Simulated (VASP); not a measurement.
Crystal: H2Os3.

```
H Os
1.0
     3.27383    0.00000    0.00000
    -1.63691    2.83522    0.00000
     0.00000    0.00000    6.74257
H Os
2 3
Direct
  0.66667 0.33333 0.13284
  0.66667 0.33333 0.86716
  0.00000 0.00000 0.34721
  0.00000 0.00000 0.65279
  0.33333 0.66667 0.00000
```

The cell was built from a structure type or drawn by symmetry, and may not be a known phase.

| Item | Value |
| --- | --- |
| Program | VASP 6.6.1 |
| Task | relaxation of cell and atoms |
| Functional | PBE |
| Potentials or basis | VASP PAW PBE potentials, release 64 (H, Os) |
| Cutoff | 600 eV |
| k mesh | 6 × 6 × 4 |
| Occupations | gaussian, width 0.1 eV |
| Spin | no spin polarisation |

At the start: pressure -19.3 GPa; volume 12.52 Å³/atom.

How do energy, volume and symmetry change on relaxing?

Over 21 steps the energy falls by 835.8 meV/atom and the volume is 9.93 Å³/atom (-20.7 %); space group P-6m2 (No. 187, to 0.1 Å) before and after.

The path:
```csv
step,energy change (eV),largest force (eV/Å),pressure (GPa),volume (Å³)
1,0.0000,7.0570,-19.30,62.58
2,-2.9317,2.7474,19.18,48.83
3,-3.4675,1.1670,-15.87,53.01
4,-3.4776,1.2969,-13.92,52.66
5,-3.3613,2.1034,34.90,45.55
6,-3.6740,1.7111,4.01,49.33
7,-3.9219,0.7333,4.44,48.76
8,-3.9336,0.6417,5.33,48.61
9,-3.9656,0.4468,-7.76,50.51
10,-3.9771,0.5061,-3.51,49.85
11,-4.0196,0.4457,-1.28,49.42
12,-4.0404,0.3631,2.55,48.82
13,-4.0638,0.3189,2.20,48.86
14,-4.1187,0.1944,1.85,48.98
15,-4.1675,0.0400,2.24,49.21
16,-4.1685,0.0663,2.45,49.24
17,-4.1735,0.2005,-2.67,50.03
18,-4.1756,0.1468,-0.92,49.75
19,-4.1785,0.1068,0.04,49.64
20,-4.1786,0.1021,0.13,49.63
21,-4.1791,0.0130,0.08,49.65
```

Final structure:
```xyz
5
Lattice="2.8658 0.0000 0.0000 -1.4329 2.4819 0.0000 0.0000 0.0000 6.9814" Properties=species:S:1:pos:R:3 pbc="T T T"
H     1.4329    0.8273    1.3977
H     1.4329    0.8273    5.5837
Os    0.0000    0.0000    2.2225
Os    0.0000    0.0000    4.7589
Os    0.0000    1.6546    0.0000
```

Caveat: the k points lie up to 0.42 Å⁻¹ apart in the final cell, too coarse for converged energies and pressures of a metal; the volume moved by over 15 % at a fixed basis, so the end points are rough.
